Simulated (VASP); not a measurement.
Here is a VASP 6.6.1 calculation.

File INCAR:

```
PREC = Accurate
ENCUT = 600
EDIFF = 1E-6
ISMEAR = 0
SIGMA = 0.1
LREAL = F
LASPH = T
NELM = 60
ALGO = Normal
ISIF = 3
LWAVE = F
LCHARG = F
GGA = PE
IBRION = 2
NSW = 90
EDIFFG = -0.04
```

File KPOINTS:

```
Automatic mesh
0
Gamma
  6 4 4
```

POSCAR

```
Pd2S
1.0
    3.7208307847      0.0000000000      0.0000000000
    0.0000000000      6.6430172647      0.0000000000
    0.0000000000      0.0000000000      3.9520475366
Pd S
4 2
Direct
    0.2737373803      0.3297481773      0.0000000000
    0.7262626197      0.6702518227      0.0000000000
    0.7737373803      0.1702518227      0.5000000000
    0.2262626197      0.8297481773      0.5000000000
    0.0000000000      0.0000000000      0.0000000000
    0.5000000000      0.5000000000      0.5000000000
```

Potentials or basis: VASP PAW PBE potentials, release 64 (Pd, S).

Run with:

```console
$ cat potpaw_PBE.64/Pd/POTCAR potpaw_PBE.64/S/POTCAR > POTCAR
$ mpirun -np 1 vasp_std > vasp.out
```

Task: Estimate the relaxed volume.

Result: 16.26 Å³/atom.

Task: What does it give for the relaxed cell?

Result: a = 3.721 Å, b = 6.604 Å, c = 3.970 Å, α = 90.00°, β = 90.00°, γ = 90.00°.

Forces on the atoms (eV/Å):
```
Pd  -0.022  0.031  0.000
Pd   0.022 -0.031  0.000
Pd  -0.022 -0.031  0.000
Pd   0.022  0.031  0.000
S    0.000  0.000  0.000
S    0.000  0.000  0.000
```

Caveat: the k points lie up to 0.40 Å⁻¹ apart in the final cell, too coarse for converged energies and pressures of a metal.
